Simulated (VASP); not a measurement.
A run of VASP 6.6.1:

File POSCAR:

```
Cs
1.0
    0.0000000000      3.9483357400      3.9483357400
    3.9483357400      0.0000000000      3.9483357400
    3.9483357400      3.9483357400      0.0000000000
Cs
1
Direct
    0.0000000000      0.0000000000      0.0000000000
```

The input INCAR.step1:

```
PREC     = Accurate       # precision mode
ENCUT    = 520            # plane-wave cutoff, eV
EDIFF    = 1E-5           # SCF threshold, eV
ISMEAR   = -1             # smearing method
SIGMA    = 0.05           # smearing width, eV
LREAL    = False          # projectors in reciprocal space
LASPH    = True           # aspherical terms in the spheres
NELM     = 60             # most SCF steps
ALGO     = Normal         # electronic algorithm
ISIF     = 2              # what is computed and relaxed
LWAVE    = True           # write WAVECAR
LCHARG   = False          # write CHGCAR
NBANDS   = 10             # bands
GGA      = PE             # functional
```

The input INCAR.step2:

```
PREC     = Accurate       # precision mode
ENCUT    = 520            # plane-wave cutoff, eV
EDIFF    = 1E-6           # SCF threshold, eV
ISMEAR   = -1             # smearing method
SIGMA    = 0.05           # smearing width, eV
LREAL    = False          # projectors in reciprocal space
LASPH    = True           # aspherical terms in the spheres
NELM     = 60             # most SCF steps
ALGO     = Normal         # electronic algorithm
ISIF     = 2              # what is computed and relaxed
LWAVE    = False          # write WAVECAR
LCHARG   = False          # write CHGCAR
GGA      = PE             # functional
LHFCALC  = True           # exact exchange
HFSCREEN = 0.2079         # screening, 1/A
PRECFOCK = Normal       
NBANDS   = 10             # bands
ISTART   = 1
```

The input KPOINTS:

```
Automatic mesh
0
Gamma
  4 4 4
```

Potentials or basis: VASP PAW PBE potentials, release 64 (Cs_sv).

Launch:

```sh
$ cat potpaw_PBE.64/Cs_sv/POTCAR > POTCAR
$ cp INCAR.step1 INCAR
$ mpirun -np 1 vasp_std > vasp.out
$ cp INCAR.step2 INCAR
$ mpirun -np 1 vasp_std > vasp.out
```

Hardware: 1 thread of Intel(R) Xeon(R) Platinum 8259CL CPU @ 2.50GHz (Skylake/Cascade Lake) (shared host).

Question: Estimate the wall time of this run.

Answer: Wall time 3.2 min on 1 thread of Intel(R) Xeon(R) Platinum 8259CL CPU @ 2.50GHz (Skylake/Cascade Lake), with other jobs on the host, peak memory 0.35 GiB. Counts: k points 8.
